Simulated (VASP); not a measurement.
# SrCl2 (P1) in VASP: single point with PBE

Aim: the single point of SrCl2 with PBE.

Program: VASP 6.6.1. These are calculated values, not measurements. Logs are shortened: lines on timing, memory, paths and dates and some standing lists are left out, and cuts for length are marked.

### Step 1. The cell of the first run

The typed cell holds 12 atoms: a = 8.836 Å, b = 8.836 Å, c = 5.610 Å, α = 90.00°, β = 90.00°, γ = 120.00°.

### Step 2. Single point, PBE

INCAR reads:

```
SYSTEM = SrCl2
PREC = Accurate
ENCUT = 520
EDIFF = 1E-6
ISMEAR = -1
SIGMA = 0.052
LREAL = .FALSE.
LASPH = .TRUE.
NELM = 100
ALGO = Normal
ISIF = 2
LWAVE = .FALSE.
LCHARG = .FALSE.
GGA = PE
NBANDS = 60
```

KPOINTS reads:

```
Automatic mesh
0
G
  3 3 2
  0 0 0
```

POSCAR reads:

```
SrCl2
1.0
    8.8362920000      0.0000000000      0.0000000000
   -4.4181460000      7.6524530000      0.0000000000
    0.0000000000      0.0000000000      5.6099010000
Sr Cl
4 8
Direct
   -0.0094337709      0.0018540460     -0.0125103812
    0.0064713171      0.5020369286      0.0206511666
    0.4986417705     -0.0011001701     -0.0131522820
    0.4919701109      0.4924462783      0.0019806054
    0.1683672097      0.3301907245      0.2465799307
    0.3365589697      0.1659699184      0.7674286944
    0.1667528581      0.8366559063      0.2561374969
    0.3365932672      0.6674655826      0.7540445010
    0.6722374710      0.3310933109      0.2693181217
    0.8484521121      0.1784788485      0.7619177237
    0.6746037424      0.8362837380      0.2456387377
    0.8230564343      0.6597645226      0.7258131650
```

Potentials or basis: VASP PAW PBE potentials, release 64 (Sr_sv, Cl).

Run with:

```sh
$ cat potpaw_PBE.64/Sr_sv/POTCAR potpaw_PBE.64/Cl/POTCAR > POTCAR
$ mpirun -np 1 vasp_std > vasp.out
```

OUTCAR:

```text
SYSTEM = SrCl2
   PREC = Accurate
   ENCUT = 520
   EDIFF = 1E-6
   ISMEAR = -1
   LREAL = .FALSE.
   LASPH = .TRUE.
   NELM = 100
   ISIF = 2
   GGA = PE

 ion  position               nearest neighbor table
   1  0.991  0.002  0.987-  10 2.75  11 2.82   5 2.91   6 2.92  12 3.00   7 3.02   3 4.33   2 4.36
                             4 4.38   4 4.46   2 4.49   3 4.50
   2  0.006  0.502  0.021-   5 2.85  10 2.87   7 2.88   9 2.91   8 2.94  12 3.09   4 4.33   1 4.36
                             3 4.37   3 4.47   1 4.49   4 4.51
   3  0.499  0.999  0.987-   6 2.80   8 2.85   7 2.96  10 2.96  11 2.97   9 3.00   1 4.33   2 4.37
                             4 4.39   4 4.45   2 4.47   1 4.50
   4  0.492  0.492  0.002-   6 2.82   5 2.83   8 2.89  11 2.97  12 2.97   9 3.02   2 4.33   1 4.38
                             3 4.39   3 4.45   1 4.46   2 4.51
   5  0.168  0.330  0.247-   4 2.83   2 2.85   1 2.91
   6  0.337  0.166  0.767-   3 2.80   4 2.82   1 2.92
   7  0.167  0.837  0.256-   2 2.88   3 2.96   1 3.02
   8  0.337  0.667  0.754-   3 2.85   4 2.89   2 2.94
   9  0.672  0.331  0.269-   2 2.91   3 3.00   4 3.02
  10  0.848  0.178  0.762-   1 2.75   2 2.87   3 2.96
  11  0.675  0.836  0.246-   1 2.82   4 2.97   3 2.97
  12  0.823  0.660  0.726-   4 2.97   1 3.00   2 3.09

  LATTYP: Found a hexagonal cell.
 ALAT       =     8.8362920000
 C/A-ratio  =     0.6348704864

  Lattice vectors:

 A1 = (   8.8362920000,   0.0000000000,   0.0000000000)
 A2 = (  -4.4181460000,   7.6524530000,   0.0000000000)
 A3 = (   0.0000000000,   0.0000000000,   5.6099010000)

Analysis of symmetry for initial positions (statically):
=====================================================================
 Subroutine PRICEL returns:
 Original cell was already a primitive cell.

 Routine SETGRP: Setting up the symmetry group for a
 hexagonal supercell.

 Subroutine GETGRP returns: Found  1 space group operations
 (whereof  1 operations were pure point group operations)
 out of a pool of 24 trial point group operations.

The static configuration has the point symmetry C_1 .

Analysis of symmetry for dynamics (positions and initial velocities):
=====================================================================
 Subroutine PRICEL returns:
 Original cell was already a primitive cell.

 Routine SETGRP: Setting up the symmetry group for a
 hexagonal supercell.

 Subroutine GETGRP returns: Found  1 space group operations
 (whereof  1 operations were pure point group operations)
 out of a pool of 24 trial point group operations.

The dynamic configuration has the point symmetry C_1 .

 Subroutine INISYM returns: Found  1 space group operations
 (whereof  1 operations are pure point group operations),
 and found     1 'primitive' translations

----------------------------------------------------------------------------------------

                                     Primitive cell

  volume of cell :     379.3376

  direct lattice vectors                    reciprocal lattice vectors
     8.836292000  0.000000000  0.000000000     0.113169642  0.065338526  0.000000000
    -4.418146000  7.652453000  0.000000000     0.000000000  0.130677052  0.000000000
     0.000000000  0.000000000  5.609901000     0.000000000  0.000000000  0.178256265

  length of vectors
     8.836292000  8.836291699  5.609901000     0.130677048  0.130677052  0.178256265

  position of ions in fractional coordinates (direct lattice)
     0.990566229  0.001854046  0.987489619
     0.006471317  0.502036929  0.020651167
     0.498641771  0.998899830  0.986847718
     0.491970111  0.492446278  0.001980605
     0.168367210  0.330190724  0.246579931
     0.336558970  0.165969918  0.767428694
     0.166752858  0.836655906  0.256137497
     0.336593267  0.667465583  0.754044501
     0.672237471  0.331093311  0.269318122
     0.848452112  0.178478848  0.761917724
     0.674603742  0.836283738  0.245638738
     0.823056434  0.659764523  0.725813165

  ion indices of the primitive-cell ions
   primitive index   ion index
                 1           1
                 2           2
                 3           3
                 4           4
                 5           5
                 6           6
                 7           7
                 8           8
                 9           9
                10          10
                11          11
                12          12

----------------------------------------------------------------------------------------

 KPOINTS: Automatic mesh

Automatic generation of k-mesh.
 Grid dimensions read from file:
 generate k-points for:    3    3    2

 Generating k-lattice:

  Cartesian coordinates                     Fractional coordinates (reciprocal lattice)
     0.037723214  0.021779509  0.000000000     0.333333333 -0.000000000  0.000000000
     0.000000000  0.043559017  0.000000000     0.000000000  0.333333333  0.000000000
     0.000000000  0.000000000  0.089128133     0.000000000  0.000000000  0.500000000

  Length of vectors
     0.043559016  0.043559017  0.089128133

  Shift w.r.t. Gamma in fractional coordinates (k-lattice)
     0.000000000  0.000000000  0.000000000

 Subroutine IBZKPT returns following result:
 ===========================================

 Found     10 irreducible k-points:

 Following reciprocal coordinates:
            Coordinates               Weight
  0.000000  0.000000  0.000000      1.000000
  0.333333 -0.000000  0.000000      2.000000
  0.000000  0.333333  0.000000      2.000000
 -0.333333  0.333333  0.000000      2.000000
  0.333333  0.333333  0.000000      2.000000
  0.000000  0.000000  0.500000      1.000000
  0.333333 -0.000000  0.500000      2.000000
  0.000000  0.333333  0.500000      2.000000
 -0.333333  0.333333  0.500000      2.000000
  0.333333  0.333333  0.500000      2.000000
   k-points           NKPTS =     10   k-points in BZ     NKDIM =     10   number of bands    NBANDS=     60
   number of dos      NEDOS =    301   number of ions     NIONS =     12
   total plane-waves  NPLWV = 205800
   dimension x,y,z NGX =    70 NGY =   70 NGZ =   42
   dimension x,y,z NGXF=   140 NGYF=  140 NGZF=   84
   ions per type =               4   8
   NGX,Y,Z   is equivalent  to a cutoff of  13.17, 13.17, 12.45 a.u.
   NGXF,Y,Z  is equivalent  to a cutoff of  26.34, 26.34, 24.89 a.u.
 SYSTEM =  SrCl2
   PREC   = accura    normal or accurate (medium, high low for compatibility)
   ISTART =      0    job   : 0-new  1-cont  2-samecut
   ICHARG =      2    charge: 1-file 2-atom 10-const
   ISPIN  =      1    spin polarized calculation?
   LNONCOLLINEAR =      F non collinear calculations
   LSORBIT =      F    spin-orbit coupling
   LASPH  =      T    aspherical Exc in radial PAW
   ENCUT  =  520.0 eV  38.22 Ry    6.18 a.u.  16.43 16.43 10.43*2*pi/ulx,y,z
   NELM   =    100;   NELMIN=  2; NELMDL= -5     # of ELM steps
   EDIFF  = 0.1E-05   stopping-criterion for ELM
   LREAL  =      F    real-space projection
   EDIFFG = 0.1E-04   stopping-criterion for IOM
   NSW    =      0    number of steps for IOM
   IBRION =     -1    ionic relax: 0-MD 1-quasi-New 2-CG
   NFREE  =      0    steps in history (QN), initial steepest desc. (CG)
   ISIF   =      2    stress and relaxation
   ISYM   =      2    0-nonsym 1-usesym 2-fastsym
   POTIM  = 0.5000    time-step for ionic-motion
   TEBEG  =    0.0;   TEEND  =   0.0 temperature during run
   PSTRESS=    0.0 pullay stress
   NELECT =      96.0000    total number of electrons
   NUPDOWN=      -1.0000    fix difference up-down
   EMIN   =  10.00;   EMAX   =-10.00  energy-range for DOS
   EFERMI =   0.00;   METHOD = LEGACY
   ISMEAR =    -1;   SIGMA  =   0.05  broadening in eV -4-tet -1-fermi 0-gaus
   EFERMI_NEDOS =   21; number of points for ismear=-14 and -15
   IALGO  =     38    algorithm
   IMIX   =      4    mixing-type and parameters
     AMIX     =   0.40;   BMIX     =  1.00
     AMIX_MAG =   1.60;   BMIX_MAG =  1.00
  volume/ion in A,a.u.               =      31.61       213.32
  Fermi-wavevector in a.u.,A,eV,Ry     =   1.035515  1.956841 14.589423  1.072292
  Thomas-Fermi vector in A             =   2.169862
   LORBIT       =      0    0 simple, 1 ext, 2 COOP (PROOUT), +10 PAW based schemes
   GGA     = PE    functional components
   LHFCALC =     F    Hartree Fock is set to
   AEXX    =    0.0000 exact exchange contribution
   IVDW    =     0    specifies the selected vdW correction
   LEPSILON=     F    determine dielectric tensor
   LRPA    =     F    only Hartree local field effects (RPA)
 non-spin polarized calculation
  energy-cutoff  :      520.00
  volume of cell :      379.34
 maximum number of plane-waves:     10269
 NGX is ok and might be reduce to    70
   NGX = 33   NGY = 33   NGZ = 21

 number of electron      96.0000000 magnetization

 Free energy of the ion-electron system (eV)
  ---------------------------------------------------
  ext. energy  EPLUGINS =         0.00000000
  ---------------------------------------------------
  free energy    TOTEN  =       -50.21420074 eV

  energy without entropy =      -50.21420074  energy(sigma->0) =      -50.21420074

 E-fermi :   0.4809     XC(G=0):  -7.7700

 val. band max:       -0.7229186703   @ k =   0.0000   0.0000   0.0000
 cond. band min:       4.3268147496   @ k =   0.0000   0.0000   0.0000
 fundamental gap:      5.0497334199
 Fermi energy:         0.4808837981

 k-point     1 :       0.0000    0.0000    0.0000
  band No.  band energies     occupation
      1     -33.5623      2.00000
      2     -33.5074      2.00000
      3     -33.4850      2.00000
      4     -33.4215      2.00000
      5     -15.9687      2.00000
      6     -15.9326      2.00000
[... 52 lines left out ...]
     59       6.7912      0.00000
     60       7.0937      0.00000

 k-point     2 :       0.3333   -0.0000    0.0000
  band No.  band energies     occupation
      1     -33.5622      2.00000
      2     -33.5073      2.00000
      3     -33.4851      2.00000
      4     -33.4215      2.00000
      5     -15.9058      2.00000
      6     -15.8751      2.00000
[... 52 lines left out ...]
     59       6.3739      0.00000
     60       6.4400      0.00000

 k-point     3 :       0.0000    0.3333    0.0000
  band No.  band energies     occupation
      1     -33.5622      2.00000
      2     -33.5074      2.00000
      3     -33.4850      2.00000
      4     -33.4216      2.00000
      5     -15.9051      2.00000
      6     -15.8584      2.00000
[... 430 lines left out ...]
     59       6.6772      0.00000
     60       6.7746      0.00000

 k-point    10 :       0.3333    0.3333    0.5000
  band No.  band energies     occupation
      1     -33.5621      2.00000
      2     -33.5072      2.00000
      3     -33.4850      2.00000
      4     -33.4215      2.00000
      5     -15.8280      2.00000
      6     -15.8063      2.00000
[... 52 lines left out ...]
     59       6.5114      0.00000
     60       6.5399      0.00000

------------------------ aborting loop because EDIFF is reached ----------------------------------------

  FORCE on cell =-STRESS in cart. coord.  units (eV):
  Direction    XX          YY          ZZ          XY          YZ          ZX
  --------------------------------------------------------------------------------------
  -------------------------------------------------------------------------------------
  Total        2.5925434      2.6366872      2.3554669     -0.3302508     -0.0202741      0.0284736
  in kB       10.9499137     11.1363600      9.9485928     -1.3948535     -0.0856302      0.1202617
  external PRESSURE =      10.6782888 kB  Pullay stress =       0.0000000 kB

 VOLUME and BASIS-vectors are now :
 -----------------------------------------------------------------------------
  energy-cutoff  :      520.00
  volume of cell :      379.34
      direct lattice vectors                 reciprocal lattice vectors
     8.836292000  0.000000000  0.000000000     0.113169642  0.065338526  0.000000000
    -4.418146000  7.652453000  0.000000000     0.000000000  0.130677052  0.000000000
     0.000000000  0.000000000  5.609901000     0.000000000  0.000000000  0.178256265

 POSITION                                       TOTAL-FORCE (eV/Angst)
 -----------------------------------------------------------------------------------
      8.74474      0.01419      5.53972         0.613108     -0.498578      0.064828
     -2.16089      3.84181      0.11585        -0.458037      0.230315     -0.109022
     -0.00714      7.64403      5.53612         0.216491      0.110943      0.372078
      2.17149      3.76842      0.01111         0.571974      0.364180      0.092739
      0.02891      2.52677      1.38329        -0.033660     -0.062988      0.219997
      2.24065      1.27008      4.30520        -0.180999     -0.029537     -0.294058
     -2.22299      6.40247      1.43691         0.028011      0.100906     -0.191607
      0.02528      5.10775      4.23012        -0.075897     -0.112363     -0.040358
      4.47727      2.53368      1.51085        -0.120511     -0.092541     -0.349309
      6.70862      1.36580      4.27428        -0.400627      0.045211     -0.274063
      2.26617      6.39962      1.37801        -0.286084     -0.087235     -0.020567
      4.35783      5.04882      4.07174         0.126232      0.031686      0.529342
 -----------------------------------------------------------------------------------
    total drift:                                0.000044      0.000425     -0.000014

  FREE ENERGIE OF THE ION-ELECTRON SYSTEM (eV)
  ---------------------------------------------------
  free  energy   TOTEN  =       -50.2142007387 eV

  energy  without entropy=      -50.2142007387  energy(sigma->0) =      -50.21420074
```

Wall time 3 min (1 thread of Intel Xeon 6975P-C (Granite Rapids), shared host); peak memory 0.56 GiB.

What came out:

| Property | Result |
| --- | --- |
| Free energy | -50.2142 eV |
| Pressure | 1.1 GPa |
| Largest force | 0.793 eV/Å |
| Band gap on the k mesh | 5.05 eV |

Forces on the atoms (eV/Å):
```
Sr   0.613 -0.499  0.065
Sr  -0.458  0.230 -0.109
Sr   0.216  0.111  0.372
Sr   0.572  0.364  0.093
Cl  -0.034 -0.063  0.220
Cl  -0.181 -0.030 -0.294
Cl   0.028  0.101 -0.192
Cl  -0.076 -0.112 -0.040
Cl  -0.121 -0.093 -0.349
Cl  -0.401  0.045 -0.274
Cl  -0.286 -0.087 -0.021
Cl   0.126  0.032  0.529
```

Levels at points of the mesh, in eV from the valence-band top:
```
           k point  band 45  band 46  band 47  band 48  band 49  band 50  band 51  band 52
(0.00, 0.00, 0.00)    -0.70    -0.43    -0.39     0.00     5.05     5.36     5.39     5.44
(0.00, 0.00, 0.50)    -0.50    -0.33    -0.26    -0.19     6.02     6.06     6.09     6.35
```

Caveat: the k points lie up to 0.56 Å⁻¹ apart; the atoms stand as in a frame of molecular dynamics.
